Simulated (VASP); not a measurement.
Runs of VASP 6.6.1 on La. The structure is that of space group P6_3/mmc (No. 194), or close to it. The cells are those of the table. 

```csv
level,potentials or basis,cell,k mesh,gap on the mesh (eV),pressure (GPa)
PBE,"VASP PAW PBE potentials, release 64 (La)","a = 3.820, b = 3.820, c = 12.319 Å, angles 90.0, 90.0, 120.0°, 4 atoms",8 × 8 × 3,none,-1.1
PBE,"VASP PAW PBE potentials, release 64 (La)","a = 3.844, b = 3.844, c = 12.397 Å, angles 90.0, 90.0, 120.0°, 4 atoms",8 × 8 × 3,none,(b)
PBEsol,"VASP PAW PBE potentials, release 64 (La)","a = 3.770, b = 3.803, c = 12.159 Å, angles 90.0, 90.0, 120.9°, 4 atoms",7 × 7 × 2,none,-2.4
PBEsol,"VASP PAW PBE potentials, release 64 (La)","a = 3.770, b = 3.770, c = 12.159 Å, angles 90.0, 90.0, 120.0°, 4 atoms",7 × 7 × 2,none,-2.4
LDA,"VASP PAW LDA potentials, release 64 (La)","a = 3.770, b = 3.770, c = 12.159 Å, angles 90.0, 90.0, 120.0°, 4 atoms",8 × 8 × 3,none,-3.7
PBE,"VASP PAW PBE potentials, release 64 (La)","a = 3.719, b = 3.719, c = 11.995 Å, angles 90.0, 90.0, 120.0°, 4 atoms",8 × 8 × 3,none,(a)
PBE,"VASP PAW PBE potentials, release 64 (La)","a = 3.795, b = 3.795, c = 12.240 Å, angles 90.0, 90.0, 120.0°, 4 atoms",8 × 8 × 3,none,-0.6
PBE,"VASP PAW PBE potentials, release 64 (La)","a = 3.693, b = 3.693, c = 11.911 Å, angles 90.0, 90.0, 120.0°, 4 atoms",8 × 8 × 3,none,1.5
```

Alike in all rows: task single point; no spin polarisation; cutoff (eV) 520; smearing fermi-dirac 0.05 eV.

Q: Estimate the missing entries.

A: (a) 0.9; (b) -1.5.

Caveats: spin-orbit coupling is left out, which moves the levels of the heavy elements; the PAW data sets were made with another functional, which shifts forces and pressure a little (at least some runs); the cell stands under tension (at least some runs).

A k mesh can miss the band edges, and the runs leave out spin-orbit coupling on La.

A gap of «none» marks levels without a gap at the run's occupations.
